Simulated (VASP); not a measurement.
Crystal: SiC (Moissanite 3C).

```xyz
2
Lattice="0.0000 2.1496 2.1496 2.1496 0.0000 2.1496 2.1496 2.1496 0.0000" Properties=species:S:1:pos:R:3 pbc="T T T"
Si    0.0000    0.0000    0.0000
C     3.2243    3.2243    3.2243
```

Base run:

```yaml
Program: VASP 6.6.1
Functional: BLYP
Dispersion: D4
Potentials_or_basis: VASP PAW PBE potentials, release 64 (Si, C)
Cutoff: 600 eV
k_mesh: 10 × 10 × 10
Occupations: fermi-dirac, width 0.05 eV
Spin: no spin polarisation
```

Its results: band gap on the k mesh 1.67 eV, indirect (least direct gap 4.88 eV); pressure 8.9 GPa.

After a change of settings the same cell gave: band gap on the k mesh 1.32 eV, indirect (least direct gap 4.58 eV); pressure 5.0 GPa. Which change was it?
A. functional from BLYP to PBEsol; dispersion from D4 to none; cutoff from 600 eV to 520 eV
B. functional from BLYP to r2SCAN; dispersion from D4 to rVV10; cutoff from 600 eV to 660 eV
C. functional from BLYP to RPBE
D. functional from BLYP to PBE; dispersion from D4 to D3(BJ)

C.

Caveats: the PAW data sets were made with another functional, which shifts forces and pressure a little.
